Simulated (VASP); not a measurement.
Input of a VASP 6.6.1 run:

The input INCAR:

```
PREC     = Accurate       # precision mode
ENCUT    = 520            # plane-wave cutoff, eV
EDIFF    = 1E-7           # SCF threshold, eV
ISMEAR   = -1             # smearing method
SIGMA    = 0.02           # smearing width, eV
LREAL    = F              # projectors in reciprocal space
LASPH    = T              # aspherical terms in the spheres
NELM     = 100            # most SCF steps
ALGO     = Normal         # electronic algorithm
ISIF     = 2              # what is computed and relaxed
LWAVE    = F              # write WAVECAR
LCHARG   = F              # write CHGCAR
GGA      = PE             # functional
NBANDS   = 21             # bands
```

The input KPOINTS:

```
regular mesh
0
Gamma
  6 6 6
```

Contents of POSCAR:

```
Sn
1.0
    0.0000000000      3.3250000000      3.3250000000
    3.3250000000      0.0000000000      3.3250000000
    3.3250000000      3.3250000000      0.0000000000
Sn
2
Direct
    0.0000000000      0.0000000000      0.0000000000
    0.2500000000      0.2500000000      0.2500000000
```

Potentials or basis: VASP PAW PBE potentials, release 64 (Sn_d).

Run with:

```sh
$ cat potpaw_PBE.64/Sn_d/POTCAR > POTCAR
$ mpirun -np 1 vasp_std > vasp.out
```

Question: Estimate the pressure.

Answer: 0.1 GPa.

Question: Estimate the band gap on the k mesh.

Answer: Zero (bands 14 and 15 overlap by 0.23 eV).

Caveat: spin-orbit coupling is left out, which moves the levels of the heavy elements.
